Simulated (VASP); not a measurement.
A run of VASP 6.6.1:

The input INCAR:

```
PREC = Accurate
ENCUT = 520
EDIFF = 1E-7
ISMEAR = 0
SIGMA = 0.1
LREAL = False
LASPH = True
NELM = 60
ALGO = Normal
ISIF = 2
LWAVE = False
LCHARG = True
GGA = PE
LELF = True
LVHAR = True
NBANDS = 40
```

The input KPOINTS:

```
Automatic mesh
0
Gamma
  4 4 4
```

The input POSCAR:

```
MgSn4N
1.0
    0.0000000000      4.2631558351      4.2631558351
    4.2631558351      0.0000000000      4.2631558351
    4.2631558351      4.2631558351      0.0000000000
Mg Sn N
1 4 1
Direct
    0.2500000000      0.2500000000      0.2500000000
    0.1243995680      0.6252001440      0.6252001440
    0.6252001440      0.1243995680      0.6252001440
    0.6252001440      0.6252001440      0.1243995680
    0.6252001440      0.6252001440      0.6252001440
    0.0000000000      0.0000000000      0.0000000000
```

Potentials or basis: VASP PAW PBE potentials, release 64 (Mg, Sn_d, N).

Command:

```bash
$ cat potpaw_PBE.64/Mg/POTCAR potpaw_PBE.64/Sn_d/POTCAR potpaw_PBE.64/N/POTCAR > POTCAR
$ mpirun -np 1 vasp_std > vasp.out
```

Hardware: 1 thread of Intel(R) Xeon(R) 6975P-C (Granite Rapids), with other jobs on the host.

**Question.** Estimate the wall time of this run.

**Answer.** Run time: 35 s on 1 thread of Intel(R) Xeon(R) 6975P-C (Granite Rapids), on a shared host, peak memory 0.33 GiB. Counts: scf iterations 17, k points 8.
